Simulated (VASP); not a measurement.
# MnSi (rocksalt type) in VASP: further runs, part 2 of 2

VASP 6.6.1. The steps go on from the part before.

## 3. Electric field gradients, PBE, collinear spin, ferromagnetic start (atom 1 (Mn) moved by [0.084853, 0.084853, 0.0] A)

File INCAR:

```
SYSTEM = MnSi
PREC     = Accurate       ! precision mode
ENCUT    = 520            ! plane-wave cutoff, eV
EDIFF    = 1E-8           ! SCF threshold, eV
ISMEAR   = -1             ! smearing method
SIGMA    = 0.05           ! smearing width, eV
LREAL    = .False.        ! projectors in reciprocal space
LASPH    = .True.         ! aspherical terms in the spheres
NELM     = 150            ! most SCF steps
ALGO     = Normal         ! electronic algorithm
ISIF     = 2              ! what is computed and relaxed
LWAVE    = .False.        ! write WAVECAR
LCHARG   = .False.        ! write CHGCAR
ISPIN    = 2              ! spin polarisation
MAGMOM   = 4 0            ! initial moments
LORBIT   = 11             ! projections on sites
LMAXMIX  = 4              ! l up to which the mixer works
GGA      = PE             ! functional
LEFG     = .True.       
NBANDS   = 20             ! bands
```

File KPOINTS:

```
Automatic mesh
0
Gamma
  15 15 15
  0 0 0
```

File POSCAR:

```
MnSi
1.0
    0.0000000000      2.4224954964      2.4224954964
    2.4224954964      0.0000000000      2.4224954964
    2.4224954964      2.4224954964      0.0000000000
Mn Si
1 1
Direct
    0.0000000000      0.0000000000      0.0350271033
    0.5000000000      0.5000000000      0.5000000000
```

Potentials or basis: VASP PAW PBE potentials, release 64 (Mn_pv, Si).

Run with:

```console
$ cat potpaw_PBE.64/Mn_pv/POTCAR potpaw_PBE.64/Si/POTCAR > POTCAR
$ mpirun -np 1 vasp_std > vasp.out
```

OUTCAR:

```text
SYSTEM = MnSi
   PREC = Accurate
   ENCUT = 520
   EDIFF = 1E-8
   ISMEAR = -1
   LREAL = .False.
   LASPH = .True.
   NELM = 150
   ISIF = 2
   ISPIN = 2
   LORBIT = 11
   GGA = PE

 ion  position               nearest neighbor table
   1  0.000  0.000  0.035-   2 2.34   2 2.34   2 2.43   2 2.43   2 2.51   2 2.51
   2  0.500  0.500  0.500-   1 2.34   1 2.34   1 2.43   1 2.43   1 2.51   1 2.51

  LATTYP: Found a face centered cubic cell.
 ALAT       =     4.8449909928

  Lattice vectors:

 A1 = (   0.0000000000,   2.4224954964,   2.4224954964)
 A2 = (   2.4224954964,   0.0000000000,   2.4224954964)
 A3 = (   2.4224954964,   2.4224954964,   0.0000000000)

Analysis of symmetry for initial positions (statically):
=====================================================================
 Subroutine PRICEL returns:
 Original cell was already a primitive cell.

 Routine SETGRP: Setting up the symmetry group for a
 face centered cubic supercell.

 Subroutine GETGRP returns: Found  4 space group operations
 (whereof  4 operations were pure point group operations)
 out of a pool of 48 trial point group operations.

The static configuration has the point symmetry C_2v.

Analysis of symmetry for dynamics (positions and initial velocities):
=====================================================================
 Subroutine PRICEL returns:
 Original cell was already a primitive cell.

 Routine SETGRP: Setting up the symmetry group for a
 face centered cubic supercell.

 Subroutine GETGRP returns: Found  4 space group operations
 (whereof  4 operations were pure point group operations)
 out of a pool of 48 trial point group operations.

The dynamic configuration has the point symmetry C_2v.

Analysis of structural, dynamic, and magnetic symmetry:
=====================================================================
 Subroutine PRICEL returns:
 Original cell was already a primitive cell.

 Routine SETGRP: Setting up the symmetry group for a
 face centered cubic supercell.

 Subroutine GETGRP returns: Found  4 space group operations
 (whereof  4 operations were pure point group operations)
 out of a pool of 48 trial point group operations.

The overall configuration has the point symmetry C_2v.

 Subroutine INISYM returns: Found  4 space group operations
 (whereof  4 operations are pure point group operations),
 and found     1 'primitive' translations

----------------------------------------------------------------------------------------

                                     Primitive cell

  volume of cell :      28.4328

  direct lattice vectors                    reciprocal lattice vectors
     0.000000000  2.422495496  2.422495496    -0.206398733  0.206398733  0.206398733
     2.422495496  0.000000000  2.422495496     0.206398733 -0.206398733  0.206398733
     2.422495496  2.422495496  0.000000000     0.206398733  0.206398733 -0.206398733

  length of vectors
     3.425925986  3.425925986  3.425925986     0.357493091  0.357493091  0.357493091

  position of ions in fractional coordinates (direct lattice)
[... 109 lines left out ...]
   LRPA    =     F    only Hartree local field effects (RPA)
 spin polarized calculation
  energy-cutoff  :      520.00
  volume of cell :       28.43
 maximum number of plane-waves:       785
 NGX is ok and might be reduce to    28
   NGX = 13   NGY = 13   NGZ = 13

 number of electron      17.0000012 magnetization       2.4417078

 Free energy of the ion-electron system (eV)
  ---------------------------------------------------
  ext. energy  EPLUGINS =         0.00000000
  ---------------------------------------------------
  free energy    TOTEN  =       -14.10877521 eV

  energy without entropy =      -14.09718950  energy(sigma->0) =      -14.10298236

 E-fermi :   8.7898     XC(G=0): -11.6859

 val. band max:        8.7869008296   @ k =   0.3333   0.1333  -0.2000
 cond. band min:       8.7928494635   @ k =   0.4000   0.1333  -0.4667
 fundamental gap:      0.0059486339
 Fermi energy:         8.7898072961

 spin component 1

 k-point     1 :       0.0000    0.0000    0.0000
  band No.  band energies     occupation
      1     -40.5001      1.00000
      2     -40.4965      1.00000
      3     -40.4953      1.00000
      4      -2.7919      1.00000
      5       6.0985      1.00000
      6       6.1146      1.00000
[... 541 lines left out ...]
     19      23.2151      0.00000
     20      25.3852      0.00000

 [... further k-points ...]

 spin component 2

 k-point     1 :       0.0000    0.0000    0.0000
  band No.  band energies     occupation
      1     -37.8381      1.00000
      2     -37.8281      1.00000
      3     -37.8237      1.00000
      4      -2.7512      1.00000
      5       8.1521      1.00000
      6       8.1894      0.99999
[... 541 lines left out ...]
     19      23.4972      0.00000
     20      26.0009      0.00000

 [... further k-points ...]

------------------------ aborting loop because EDIFF is reached ----------------------------------------

  FORCE on cell =-STRESS in cart. coord.  units (eV):
  Direction    XX          YY          ZZ          XY          YZ          ZX
  --------------------------------------------------------------------------------------
  -------------------------------------------------------------------------------------
  Total        0.2285630      0.2285630     -0.0995243     -0.0871497      0.0000000      0.0000000
  in kB       12.8794594     12.8794594     -5.6081631     -4.9108592      0.0000000      0.0000000
  external PRESSURE =       6.7169186 kB  Pullay stress =       0.0000000 kB

 VOLUME and BASIS-vectors are now :
 -----------------------------------------------------------------------------
  energy-cutoff  :      520.00
  volume of cell :       28.43
      direct lattice vectors                 reciprocal lattice vectors
     0.000000000  2.422495496  2.422495496    -0.206398733  0.206398733  0.206398733
     2.422495496  0.000000000  2.422495496     0.206398733 -0.206398733  0.206398733
     2.422495496  2.422495496  0.000000000     0.206398733  0.206398733 -0.206398733

 POSITION                                       TOTAL-FORCE (eV/Angst)
 -----------------------------------------------------------------------------------
      0.08485      0.08485      0.00000        -0.568311     -0.568311     -0.000000
      2.42250      2.42250      2.42250         0.568311      0.568311      0.000000
 -----------------------------------------------------------------------------------
    total drift:                                0.000057      0.000057      0.000001

  FREE ENERGIE OF THE ION-ELECTRON SYSTEM (eV)
  ---------------------------------------------------
  free  energy   TOTEN  =       -14.1087752145 eV

  energy  without entropy=      -14.0971894991  energy(sigma->0) =      -14.10298236

 Electric field gradients (V/A^2)
---------------------------------------------------------------------
 ion       V_xx      V_yy      V_zz      V_xy      V_xz      V_yz
---------------------------------------------------------------------
   1      -0.102    -0.102     0.203     1.090    -0.004    -0.004
   2      -0.499    -0.499     0.999     2.158    -0.000    -0.000
---------------------------------------------------------------------

 Electric field gradients after diagonalization (V/A^2)
 (convention: |V_zz| > |V_xx| > |V_yy|)
----------------------------------------------------------------------
 ion       V_xx      V_yy      V_zz     asymmetry (V_yy - V_xx)/ V_zz
----------------------------------------------------------------------
   1       0.989     0.203    -1.192       0.659
   2       1.658     0.999    -2.657       0.248
----------------------------------------------------------------------

           NMR quadrupolar parameters

 Cq : quadrupolar parameter    Cq=e*Q*V_zz/h
 eta: asymmetry parameters     (V_yy - V_xx)/ V_zz
 Q  : nuclear electric quadrupole moment in mb (millibarn)
----------------------------------------------------------------------
 ion       Cq(MHz)       eta       Q (mb)
----------------------------------------------------------------------
   1      -0.003       0.659       1.000
   2      -0.006       0.248       1.000
----------------------------------------------------------------------

 total charge

# of ion       s       p       d       tot
------------------------------------------
    1        0.323   6.256   5.218  11.796
    2        0.789   0.900   0.000   1.690
--------------------------------------------------
tot          1.112   7.156   5.218  13.486

 magnetization (x)

# of ion       s       p       d       tot
------------------------------------------
    1        0.055   0.007   2.485   2.547
    2       -0.022  -0.090   0.000  -0.111
--------------------------------------------------
tot          0.034  -0.082   2.485   2.436
```

Wall time 8.2 min (1 thread of Oxide Virtual Turin-like, shared host); peak memory 0.48 GiB.

Results:

```
Free energy                                           : -14.1088 eV
Pressure                                              : 0.7 GPa
Largest force                                         : 0.804 eV/Å
Net moment                                            : 2.44 μB per cell
Site moments                                          : Mn +2.55; Si -0.11 μB
Largest electric field gradient by atom               : Mn -1.2; Si -2.7 V/Å²
Valence electrons inside the program's atomic spheres : Mn 11.80; Si 1.69
```

Forces on the atoms (eV/Å):
```
Mn  -0.568 -0.568  0.000
Si   0.568  0.568  0.000
```

Stress tensor (GPa, compression positive):
```
 1.29 -0.49  0.00
-0.49  1.29  0.00
 0.00  0.00 -0.56
```

Electric field gradients, principal values (V/Å²):
```csv
atom,least,middle,greatest (by size)
1 Mn,0.203,0.989,-1.192
2 Si,0.999,1.658,-2.657
```

Caveat: the cell differs from its parent crystal (atom 1 (Mn) moved by [0.084853, 0.084853, 0.0] A); without QUAD_EFG the Cq values of the log hold for a quadrupole moment of 1 mb, not for the nuclei.
